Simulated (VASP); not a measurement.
# Ba2C (P-3m1) in VASP: single point with PBE

Aim: the single point of Ba2C with PBE.

All numbers are computed with VASP 6.6.1; they aren't measurements. Logs are shortened: lines on timing, memory, paths and dates and some standing lists are left out, and cuts for length are marked.

## Step 1: The cell of the first run

Symmetry: P-3m1, No. 164, trigonal system. The conventional cell has a = 4.174 Å, b = 4.174 Å, c = 7.553 Å, α = 90.00°, β = 90.00°, γ = 120.00°. Ba (site symmetry 3m) has 3 C at 2.84 Å and 3 Ba at 3.85 Å within 3.9 Å. Within 3.7 Å of C (site symmetry -3m) lie 6 Ba at 2.84 Å.

## Step 2: Single point, PBE

The input, INCAR:

```
SYSTEM = Ba2C
  PREC = Accurate
  ENCUT = 520
  EDIFF = 1E-7
  ISMEAR = 0
  SIGMA = 0.1
  LREAL = .FALSE.
  LASPH = .TRUE.
  NELM = 100
  ALGO = Fast
  ISIF = 2
  LWAVE = .FALSE.
  LCHARG = .TRUE.
  GGA = PE
  LELF = .TRUE.
  LVHAR = .TRUE.
  NBANDS = 19
```

The input, KPOINTS:

```
Automatic mesh
0
G
  15 15 6
  0 0 0
```

The input, POSCAR:

```
Ba2C
1.0
    4.1741897724      0.0000000000      0.0000000000
   -2.0870948862      3.6149543831      0.0000000000
    0.0000000000      0.0000000000      7.5527693468
Ba C
2 1
Direct
    0.3333333333      0.6666666667      0.6984754644
    0.6666666667      0.3333333333      0.3015245356
    0.0000000000      0.0000000000      0.5000000000
```

Potentials or basis: VASP PAW PBE potentials, release 64 (Ba_sv, C).

Run with:

```sh
> cat potpaw_PBE.64/Ba_sv/POTCAR potpaw_PBE.64/C/POTCAR > POTCAR
> mpirun -np 1 vasp_std > vasp.out
```

OUTCAR:

```text
SYSTEM = Ba2C
   PREC = Accurate
   ENCUT = 520
   EDIFF = 1E-7
   ISMEAR = 0
   LREAL = .FALSE.
   LASPH = .TRUE.
   NELM = 100
   ISIF = 2
   GGA = PE

 ion  position               nearest neighbor table
   1  0.333  0.667  0.698-   3 2.84   3 2.84   3 2.84   2 3.85   2 3.85   2 3.85
   2  0.667  0.333  0.302-   3 2.84   3 2.84   3 2.84   1 3.85   1 3.85   1 3.85
   3  0.000  0.000  0.500-   1 2.84   2 2.84   1 2.84   2 2.84   2 2.84   1 2.84

  LATTYP: Found a hexagonal cell.
 ALAT       =     4.1741897724
 C/A-ratio  =     1.8093976936

  Lattice vectors:

 A1 = (   4.1741897724,   0.0000000000,   0.0000000000)
 A2 = (  -2.0870948862,   3.6149543831,   0.0000000000)
 A3 = (   0.0000000000,   0.0000000000,   7.5527693468)

Analysis of symmetry for initial positions (statically):
=====================================================================
 Subroutine PRICEL returns:
 Original cell was already a primitive cell.

 Routine SETGRP: Setting up the symmetry group for a
 hexagonal supercell.

 Subroutine GETGRP returns: Found 12 space group operations
 (whereof 12 operations were pure point group operations)
 out of a pool of 24 trial point group operations.

The static configuration has the point symmetry D_3d.

Analysis of symmetry for dynamics (positions and initial velocities):
=====================================================================
 Subroutine PRICEL returns:
 Original cell was already a primitive cell.

 Routine SETGRP: Setting up the symmetry group for a
 hexagonal supercell.

 Subroutine GETGRP returns: Found 12 space group operations
 (whereof 12 operations were pure point group operations)
 out of a pool of 24 trial point group operations.

The dynamic configuration has the point symmetry D_3d.

 Subroutine INISYM returns: Found 12 space group operations
 (whereof 12 operations are pure point group operations),
 and found     1 'primitive' translations

----------------------------------------------------------------------------------------

                                     Primitive cell

  volume of cell :     113.9676

  direct lattice vectors                    reciprocal lattice vectors
     4.174189772  0.000000000  0.000000000     0.239567450  0.138314332  0.000000000
    -2.087094886  3.614954383  0.000000000     0.000000000  0.276628664  0.000000000
     0.000000000  0.000000000  7.552769347     0.000000000  0.000000000  0.132401766

  length of vectors
     4.174189772  4.174189772  7.552769347     0.276628664  0.276628664  0.132401766

  position of ions in fractional coordinates (direct lattice)
[... 83 lines left out ...]
   EDIFFG = 0.1E-05   stopping-criterion for IOM
   NSW    =      0    number of steps for IOM
   IBRION =     -1    ionic relax: 0-MD 1-quasi-New 2-CG
   NFREE  =      0    steps in history (QN), initial steepest desc. (CG)
   ISIF   =      2    stress and relaxation
   ISYM   =      2    0-nonsym 1-usesym 2-fastsym
   POTIM  = 0.5000    time-step for ionic-motion
   TEBEG  =    0.0;   TEEND  =   0.0 temperature during run
   PSTRESS=    0.0 pullay stress
   NELECT =      24.0000    total number of electrons
   NUPDOWN=      -1.0000    fix difference up-down
   EMIN   =  10.00;   EMAX   =-10.00  energy-range for DOS
   EFERMI =   0.00;   METHOD = LEGACY
   ISMEAR =     0;   SIGMA  =   0.10  broadening in eV -4-tet -1-fermi 0-gaus
   EFERMI_NEDOS =   21; number of points for ismear=-14 and -15
   IALGO  =     68    algorithm
   IMIX   =      4    mixing-type and parameters
     AMIX     =   0.40;   BMIX     =  1.00
     AMIX_MAG =   1.60;   BMIX_MAG =  1.00
  volume/ion in A,a.u.               =      37.99       256.36
  Fermi-wavevector in a.u.,A,eV,Ry     =   0.973983  1.840562 12.907077  0.948643
  Thomas-Fermi vector in A             =   2.104407
   LORBIT       =      0    0 simple, 1 ext, 2 COOP (PROOUT), +10 PAW based schemes
   GGA     = PE    functional components
   LHFCALC =     F    Hartree Fock is set to
   AEXX    =    0.0000 exact exchange contribution
   IVDW    =     0    specifies the selected vdW correction
   LEPSILON=     F    determine dielectric tensor
   LRPA    =     F    only Hartree local field effects (RPA)
 non-spin polarized calculation
 RMM-DIIS sequential band-by-band and
 Gauss-broadening in eV      SIGMA  =   0.10
  energy-cutoff  :      520.00
  volume of cell :      113.97
 maximum number of plane-waves:      3100
   NGX = 15   NGY = 15   NGZ = 29

 number of electron      24.0000000 magnetization

 Free energy of the ion-electron system (eV)
  ---------------------------------------------------
  ext. energy  EPLUGINS =         0.00000000
  ---------------------------------------------------
  free energy    TOTEN  =       -11.22904418 eV

  energy without entropy =      -11.20787918  energy(sigma->0) =      -11.21846168

 E-fermi :   1.8664     XC(G=0):  -7.9389

 val. band max:        1.8615421611   @ k =   0.3333   0.2667   0.0000
 cond. band min:       1.8727186928   @ k =   0.4000   0.2000   0.0000
 fundamental gap:      0.0111765316
 Fermi energy:         1.8663801030

 k-point     1 :       0.0000    0.0000    0.0000
  band No.  band energies     occupation
      1     -25.6819      2.00000
      2     -25.5517      2.00000
      3     -11.5923      2.00000
      4     -10.6096      2.00000
      5     -10.6096      2.00000
      6     -10.5594      2.00000
[... 505 lines left out ...]
      6     -10.8697      2.00000
[... 11 lines left out ...]
     18       6.3011      0.00000
     19       6.7282      0.00000

 [... further k-points ...]

------------------------ aborting loop because EDIFF is reached ----------------------------------------

  FORCE on cell =-STRESS in cart. coord.  units (eV):
  Direction    XX          YY          ZZ          XY          YZ          ZX
  --------------------------------------------------------------------------------------
  -------------------------------------------------------------------------------------
  Total        0.5144677      0.5144677      0.5260181      0.0000000      0.0000000      0.0000000
  in kB        7.2324836      7.2324836      7.3948612      0.0000000      0.0000000      0.0000000
  external PRESSURE =       7.2866095 kB  Pullay stress =       0.0000000 kB

 VOLUME and BASIS-vectors are now :
 -----------------------------------------------------------------------------
  energy-cutoff  :      520.00
  volume of cell :      113.97
      direct lattice vectors                 reciprocal lattice vectors
     4.174189772  0.000000000  0.000000000     0.239567450  0.138314332  0.000000000
    -2.087094886  3.614954383  0.000000000     0.000000000  0.276628664  0.000000000
     0.000000000  0.000000000  7.552769347     0.000000000  0.000000000  0.132401766

 POSITION                                       TOTAL-FORCE (eV/Angst)
 -----------------------------------------------------------------------------------
     -0.00000      2.40997      5.27542         0.000000      0.000000      0.174788
      2.08709      1.20498      2.27735        -0.000000      0.000000     -0.174788
      0.00000      0.00000      3.77638        -0.000000      0.000000     -0.000000
 -----------------------------------------------------------------------------------
    total drift:                               -0.000000      0.000000     -0.000000

  FREE ENERGIE OF THE ION-ELECTRON SYSTEM (eV)
  ---------------------------------------------------
  free  energy   TOTEN  =       -11.2290441800 eV

  energy  without entropy=      -11.2078791833  energy(sigma->0) =      -11.21846168
```

Run time: 7 min. Hardware: 1 thread of Intel Xeon Platinum 8488C (Sapphire Rapids), shared host; peak memory 0.44 GiB.

Results:

```
Free energy            : -11.2290 eV
Pressure               : 0.7 GPa
Largest force          : 0.175 eV/Å
Band gap on the k mesh : zero (bands 12 and 13 overlap by 0.48 eV)
```

Forces on the atoms (eV/Å):
```
Ba   0.000  0.000  0.175
Ba   0.000  0.000 -0.175
C    0.000  0.000  0.000
```

Caveat: spin-orbit coupling is left out, which moves the levels of the heavy elements.
